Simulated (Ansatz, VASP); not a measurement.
**Two plane-wave programs on CdS**

```
Cd S
1.0
     0.00000    2.96334    2.96334
     2.96334    0.00000    2.96334
     2.96334    2.96334    0.00000
Cd S
1 1
Cartesian
  0.0000 0.0000 0.0000
  1.4817 1.4817 1.4817
```

Alike in both runs: task single point; functional HSE06; k mesh 6 × 6 × 6; no spin polarisation.

|  | VASP | Ansatz |
| --- | --- | --- |
| version | VASP 6.6.1 | Ansatz 0.2.0 |
| potentials or method | VASP PAW PBE potentials, release 64 (Cd, S), cutoff 400 eV | scalar-relativistic, plane waves, PAW |
| occupations | gaussian, width 0.01 eV | fixed |
| valence electrons in the cell | 18 | 26 |

|  | VASP | Ansatz | Ansatz less VASP |
| --- | --- | --- | --- |
| gap on the k mesh at the Fermi level (eV) | 2.04 | 2.04 | 0.000 |
| least direct gap on the mesh (eV) | 2.04 | 2.04 | 0.000 |
| pressure (GPa) | -1.4 | -1.2 | +0.20 |

VASP's potentials hold 18 valence electrons a cell and Ansatz's 26, so a difference there can come from the potentials and not from the codes. Ansatz's warnings: stress exchange threshold loose, stress scf threshold loose.
